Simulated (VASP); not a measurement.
# Te2Mo (P-1) in VASP: single point with r2SCAN

Aim: the single point of Te2Mo with r2SCAN.

All numbers are computed with VASP 6.6.1; they aren't measurements. Logs are shortened: lines on timing, memory, paths and dates and some standing lists are left out, and cuts for length are marked.

### 1 The cell of the first run

The typed cell holds 6 atoms: a = 3.564 Å, b = 3.564 Å, c = 14.765 Å, α = 87.93°, β = 85.85°, γ = 60.00°.

### 2 Single point, r2SCAN (the part above a cut slid along it)

POSCAR

```
Te2Mo
1.0
   -3.5635452172      0.0000000000      0.0000000000
   -1.7817726086     -3.0861206856      0.0000000000
   -1.0690635652      0.0000000000     14.7262210532
Te Mo
4 2
Direct
    0.1447881468      0.3333333333      0.6284839550
    0.6281214802      0.6666666667      0.1284839550
    0.0718785198      0.3333333333      0.8715160450
    0.5552118532      0.6666666667      0.3715160450
    0.2583333333      0.3333333333      0.2500000000
    0.4416666667      0.6666666667      0.7500000000
```

INCAR.step1

```
PREC = Accurate
ENCUT = 550
ISMEAR = 0
SIGMA = 0.05
LREAL = False
LASPH = True
NELM = 120
NBANDS = 35
GGA = PE
ALGO = Normal
EDIFF = 1E-5
LWAVE = True
LCHARG = False
GGA_COMPAT = False
```

INCAR.step2

```
PREC = Accurate
ENCUT = 550
EDIFF = 1E-6
ISMEAR = 0
SIGMA = 0.05
LREAL = False
LASPH = True
NELM = 120
ALGO = Normal
ISIF = 2
LWAVE = False
LCHARG = False
METAGGA = R2SCAN
LMIXTAU = True
NBANDS = 35
ISTART = 1
GGA_COMPAT = False
```

KPOINTS

```
regular mesh
0
Gamma
  9 9 2
```

Potentials or basis: VASP PAW PBE potentials, release 64 (Te, Mo_sv).

On the command line:

```bash
$ cat potpaw_PBE.64/Te/POTCAR potpaw_PBE.64/Mo_sv/POTCAR > POTCAR
$ cp INCAR.step1 INCAR
$ mpirun -np 1 vasp_std > vasp.out
$ cp INCAR.step2 INCAR
$ mpirun -np 1 vasp_std > vasp.out
```

OUTCAR:

```text
PREC = Accurate
   ENCUT = 550
   EDIFF = 1E-6
   ISMEAR = 0
   LREAL = False
   LASPH = True
   NELM = 120
   ISIF = 2
   METAGGA = R2SCAN
   ISTART = 1

 ion  position               nearest neighbor table
   1  0.145  0.333  0.628-   6 2.73   6 2.73   6 2.73   3 3.58
   2  0.628  0.667  0.128-   5 2.73   5 2.73   5 2.73   4 3.58
   3  0.072  0.333  0.872-   6 2.73   6 2.73   6 2.73   1 3.58
   4  0.555  0.667  0.372-   5 2.73   5 2.73   5 2.73   2 3.58
   5  0.258  0.333  0.250-   2 2.73   4 2.73   4 2.73   2 2.73   2 2.73   4 2.73
   6  0.442  0.667  0.750-   1 2.73   3 2.73   1 2.73   3 2.73   3 2.73   1 2.73

  LATTYP: Found a base centered monoclinic cell.
 ALAT       =     3.5635452172
 B/A-ratio  =     1.7320508076
 C/A-ratio  =     4.1433387223
 COS(beta)  =    -0.0724053765

  Lattice vectors:

 A1 = (   1.7817726086,  -3.0861206856,   0.0000000000)
 A2 = (   1.7817726086,   3.0861206856,   0.0000000000)
 A3 = (  -1.0690635652,   0.0000000000,  14.7262210532)

Analysis of symmetry for initial positions (statically):
=====================================================================
 Subroutine PRICEL returns:
 Original cell was already a primitive cell.

 Routine SETGRP: Setting up the symmetry group for a
 base centered monoclinic supercell.

 Subroutine GETGRP returns: Found  2 space group operations
 (whereof  1 operations were pure point group operations)
 out of a pool of  4 trial point group operations.

The static configuration has the point symmetry C_1 .
 The point group associated with its full space group is S_2 .

Analysis of symmetry for dynamics (positions and initial velocities):
=====================================================================
 Subroutine PRICEL returns:
 Original cell was already a primitive cell.

 Routine SETGRP: Setting up the symmetry group for a
 base centered monoclinic supercell.

 Subroutine GETGRP returns: Found  2 space group operations
 (whereof  1 operations were pure point group operations)
 out of a pool of  4 trial point group operations.

The dynamic configuration has the point symmetry C_1 .
 The point group associated with its full space group is S_2 .

 Subroutine INISYM returns: Found  2 space group operations
 (whereof  1 operations are pure point group operations),
 and found     1 'primitive' translations

----------------------------------------------------------------------------------------

                                     Primitive cell

  volume of cell :     161.9521

  direct lattice vectors                    reciprocal lattice vectors
    -3.563545217  0.000000000  0.000000000    -0.280619422  0.162015699 -0.020371825
    -1.781772609 -3.086120686  0.000000000     0.000000000 -0.324031398  0.000000000
    -1.069063565  0.000000000 14.726221053     0.000000000  0.000000000  0.067906084

  length of vectors
     3.563545217  3.563545217 14.764974887     0.324671154  0.324031398  0.067906084

  position of ions in fractional coordinates (direct lattice)
     0.144788147  0.333333333  0.628483955
     0.628121480  0.666666667  0.128483955
     0.071878520  0.333333333  0.871516045
     0.555211853  0.666666667  0.371516045
     0.258333333  0.333333333  0.250000000
     0.441666667  0.666666667  0.750000000

  ion indices of the primitive-cell ions
   primitive index   ion index
                 1           1
                 2           2
                 3           3
                 4           4
                 5           5
                 6           6

----------------------------------------------------------------------------------------

 KPOINTS: regular mesh

Automatic generation of k-mesh.
 Grid dimensions read from file:
 generate k-points for:    9    9    2

 Generating k-lattice:

  Cartesian coordinates                     Fractional coordinates (reciprocal lattice)
    -0.031179936  0.018001744 -0.002263536     0.111111111 -0.000000000  0.000000000
     0.000000000 -0.036003489  0.000000000     0.000000000  0.111111111  0.000000000
     0.000000000  0.000000000  0.033953042     0.000000000  0.000000000  0.500000000

  Length of vectors
     0.036074573  0.036003489  0.033953042

  Shift w.r.t. Gamma in fractional coordinates (k-lattice)
     0.000000000  0.000000000  0.000000000

 Subroutine IBZKPT returns following result:
 ===========================================

 Found     82 irreducible k-points:

 Following reciprocal coordinates:
            Coordinates               Weight
  0.000000  0.000000  0.000000      1.000000
  0.111111 -0.000000 -0.000000      2.000000
 -0.111111 -0.111111  0.000000      2.000000
  0.222222 -0.000000 -0.000000      2.000000
 -0.222222 -0.222222  0.000000      2.000000
  0.333333 -0.000000 -0.000000      2.000000
[... 16 lines left out ...]
  0.111111  0.222222 -0.000000      2.000000
  0.000000  0.222222  0.000000      2.000000
 [... further k-points ...]
   k-points           NKPTS =     82   k-points in BZ     NKDIM =     82   number of bands    NBANDS=     35
   number of dos      NEDOS =    301   number of ions     NIONS =      6
   total plane-waves  NPLWV =  94080
   dimension x,y,z NGX =    28 NGY =   28 NGZ =  120
   dimension x,y,z NGXF=    56 NGYF=   56 NGZF=  240
   ions per type =               4   2
   NGX,Y,Z   is equivalent  to a cutoff of  13.06, 13.06, 13.51 a.u.
   NGXF,Y,Z  is equivalent  to a cutoff of  26.13, 26.13, 27.02 a.u.
 SYSTEM =  unknown system
   PREC   = accura    normal or accurate (medium, high low for compatibility)
   ISTART =      1    job   : 0-new  1-cont  2-samecut
   ICHARG =      0    charge: 1-file 2-atom 10-const
   ISPIN  =      1    spin polarized calculation?
   LNONCOLLINEAR =      F non collinear calculations
   LSORBIT =      F    spin-orbit coupling
   LASPH  =      T    aspherical Exc in radial PAW
   ENCUT  =  550.0 eV  40.42 Ry    6.36 a.u.   6.81  6.81 28.23*2*pi/ulx,y,z
   NELM   =    120;   NELMIN=  2; NELMDL=  0     # of ELM steps
   EDIFF  = 0.1E-05   stopping-criterion for ELM
   LREAL  =      F    real-space projection
   EDIFFG = 0.1E-04   stopping-criterion for IOM
   NSW    =      0    number of steps for IOM
   IBRION =     -1    ionic relax: 0-MD 1-quasi-New 2-CG
   NFREE  =      0    steps in history (QN), initial steepest desc. (CG)
   ISIF   =      2    stress and relaxation
   ISYM   =      2    0-nonsym 1-usesym 2-fastsym
   POTIM  = 0.5000    time-step for ionic-motion
   TEBEG  =    0.0;   TEEND  =   0.0 temperature during run
   PSTRESS=    0.0 pullay stress
   NELECT =      52.0000    total number of electrons
   NUPDOWN=      -1.0000    fix difference up-down
   EMIN   =  10.00;   EMAX   =-10.00  energy-range for DOS
   EFERMI =   0.00;   METHOD = LEGACY
   ISMEAR =     0;   SIGMA  =   0.05  broadening in eV -4-tet -1-fermi 0-gaus
   EFERMI_NEDOS =   21; number of points for ismear=-14 and -15
   IALGO  =     38    algorithm
   IMIX   =      4    mixing-type and parameters
     AMIX     =   0.40;   BMIX     =  1.00
     AMIX_MAG =   1.60;   BMIX_MAG =  1.00
  volume/ion in A,a.u.               =      26.99       182.15
  Fermi-wavevector in a.u.,A,eV,Ry     =   1.121021  2.118423 17.098282  1.256688
  Thomas-Fermi vector in A             =   2.257672
   LORBIT       =      0    0 simple, 1 ext, 2 COOP (PROOUT), +10 PAW based schemes
   METAGGA = R2SCAN    functional components
   LHFCALC =     F    Hartree Fock is set to
   AEXX    =    0.0000 exact exchange contribution
   IVDW    =     0    specifies the selected vdW correction
   LEPSILON=     F    determine dielectric tensor
   LRPA    =     F    only Hartree local field effects (RPA)
 non-spin polarized calculation
 Gauss-broadening in eV      SIGMA  =   0.05
  energy-cutoff  :      550.00
  volume of cell :      161.95
 maximum number of plane-waves:      4776
   NGX = 13   NGY = 13   NGZ = 57

 number of electron      51.9999998 magnetization

 Free energy of the ion-electron system (eV)
  ---------------------------------------------------
  ext. energy  EPLUGINS =         0.00000000
  ---------------------------------------------------
  free energy    TOTEN  =      -155.62588325 eV

  energy without entropy =     -155.62588325  energy(sigma->0) =     -155.62588325

 E-fermi :   7.4085     XC(G=0): -10.5203

 val. band max:        6.9875303096   @ k =   0.0000   0.0000   0.0000
 cond. band min:       8.0232878211   @ k =  -0.3333   0.3333   0.0000
 fundamental gap:      1.0357575115
 Fermi energy:         7.4084611395

 k-point     1 :       0.0000    0.0000    0.0000
  band No.  band energies     occupation
      1     -55.7270      2.00000
      2     -55.7270      2.00000
      3     -29.1466      2.00000
      4     -29.1466      2.00000
      5     -29.0578      2.00000
      6     -29.0578      2.00000
[... 27 lines left out ...]
     34      10.4330      0.00000
     35      12.9434      0.00000

 k-point     2 :       0.1111   -0.0000   -0.0000
  band No.  band energies     occupation
      1     -55.7259      2.00000
      2     -55.7259      2.00000
      3     -29.1433      2.00000
      4     -29.1432      2.00000
      5     -29.0725      2.00000
      6     -29.0725      2.00000
[... 27 lines left out ...]
     34      10.2576      0.00000
     35      13.4389      0.00000

 k-point     3 :      -0.1111   -0.1111    0.0000
  band No.  band energies     occupation
      1     -55.7259      2.00000
      2     -55.7259      2.00000
      3     -29.1433      2.00000
      4     -29.1432      2.00000
      5     -29.0723      2.00000
      6     -29.0723      2.00000
[... 27 lines left out ...]
     34      10.2702      0.00000
     35      13.4231      0.00000

 k-point     4 :       0.2222   -0.0000   -0.0000
  band No.  band energies     occupation
      1     -55.7231      2.00000
      2     -55.7231      2.00000
      3     -29.1349      2.00000
      4     -29.1348      2.00000
      5     -29.1094      2.00000
      6     -29.1094      2.00000
[... 27 lines left out ...]
     34      10.5680      0.00000
     35      13.5854      0.00000

 k-point     5 :      -0.2222   -0.2222    0.0000
  band No.  band energies     occupation
      1     -55.7231      2.00000
      2     -55.7231      2.00000
      3     -29.1348      2.00000
      4     -29.1348      2.00000
      5     -29.1093      2.00000
      6     -29.1093      2.00000
[... 638 lines left out ...]
 k-point    22 :      -0.1111    0.1111    0.0000
  band No.  band energies     occupation
      1     -55.7239      2.00000
      2     -55.7239      2.00000
      3     -29.1374      2.00000
      4     -29.1374      2.00000
      5     -29.0969      2.00000
      6     -29.0969      2.00000
[... 27 lines left out ...]
     34      10.5184      0.00000
     35      13.7946      0.00000

 k-point    23 :       0.1111    0.2222   -0.0000
  band No.  band energies     occupation
      1     -55.7239      2.00000
      2     -55.7239      2.00000
      3     -29.1374      2.00000
      4     -29.1374      2.00000
      5     -29.0967      2.00000
      6     -29.0967      2.00000
[... 27 lines left out ...]
     34      10.5284      0.00000
     35      13.7725      0.00000

 k-point    24 :       0.0000    0.2222    0.0000
  band No.  band energies     occupation
      1     -55.7231      2.00000
      2     -55.7231      2.00000
      3     -29.1349      2.00000
      4     -29.1349      2.00000
      5     -29.1091      2.00000
      6     -29.1091      2.00000
[... 27 lines left out ...]
     34      10.5260      0.00000
     35      13.5615      0.00000

 [... further k-points ...]

------------------------ aborting loop because EDIFF is reached ----------------------------------------

  FORCE on cell =-STRESS in cart. coord.  units (eV):
  Direction    XX          YY          ZZ          XY          YZ          ZX
  --------------------------------------------------------------------------------------
  -------------------------------------------------------------------------------------
  Total        0.0746693      0.1732638      0.5861939     -0.0372621     -0.2150360      0.2474267
  in kB        0.7386965      1.7140835      5.7991637     -0.3686303     -2.1273316      2.4477699
  external PRESSURE =       2.7506479 kB  Pullay stress =       0.0000000 kB

 VOLUME and BASIS-vectors are now :
 -----------------------------------------------------------------------------
  energy-cutoff  :      550.00
  volume of cell :      161.95
      direct lattice vectors                 reciprocal lattice vectors
    -3.563545217  0.000000000  0.000000000    -0.280619422  0.162015699 -0.020371825
    -1.781772609 -3.086120686  0.000000000     0.000000000 -0.324031398  0.000000000
    -1.069063565  0.000000000 14.726221053     0.000000000  0.000000000  0.067906084

 POSITION                                       TOTAL-FORCE (eV/Angst)
 -----------------------------------------------------------------------------------
     -1.78177     -1.02871      9.25519         0.003372     -0.000232     -0.028850
     -3.56355     -2.05741      1.89208         0.037192     -0.038549      0.056767
     -1.78177     -1.02871     12.83414        -0.037192      0.038549     -0.056767
     -3.56355     -2.05741      5.47103        -0.003372      0.000232      0.028850
     -1.78177     -1.02871      3.68156         0.019245     -0.009876      0.009139
     -3.56355     -2.05741     11.04467        -0.019245      0.009876     -0.009139
 -----------------------------------------------------------------------------------
    total drift:                                0.000003      0.000010     -0.000000

  FREE ENERGIE OF THE ION-ELECTRON SYSTEM (eV)
  ---------------------------------------------------
  free  energy   TOTEN  =      -155.6258832517 eV

  energy  without entropy=     -155.6258832517  energy(sigma->0) =     -155.62588325
```

It took 22 min on 1 thread of AMD EPYC 9R45 (Zen 5), shared host; peak memory 0.58 GiB.

Results:

```
Free energy            : -155.6259 eV
Pressure               : 0.3 GPa
Largest force          : 0.078 eV/Å
Band gap on the k mesh : 1.04 eV (least direct gap 1.07 eV)
```

Forces in eV/Å, atoms in the order of the input:
```
Te   0.003  0.000 -0.029
Te   0.037 -0.039  0.057
Te  -0.037  0.039 -0.057
Te  -0.003  0.000  0.029
Mo   0.019 -0.010  0.009
Mo  -0.019  0.010 -0.009
```

Stress tensor (GPa, compression positive):
```
 0.07 -0.04  0.24
-0.04  0.17 -0.21
 0.24 -0.21  0.58
```

Caveat: the cell differs from its parent crystal (the part above a cut slid along it); the PAW data sets were made with another functional, which shifts forces and pressure a little; spin-orbit coupling is left out, which moves the levels of the heavy elements.
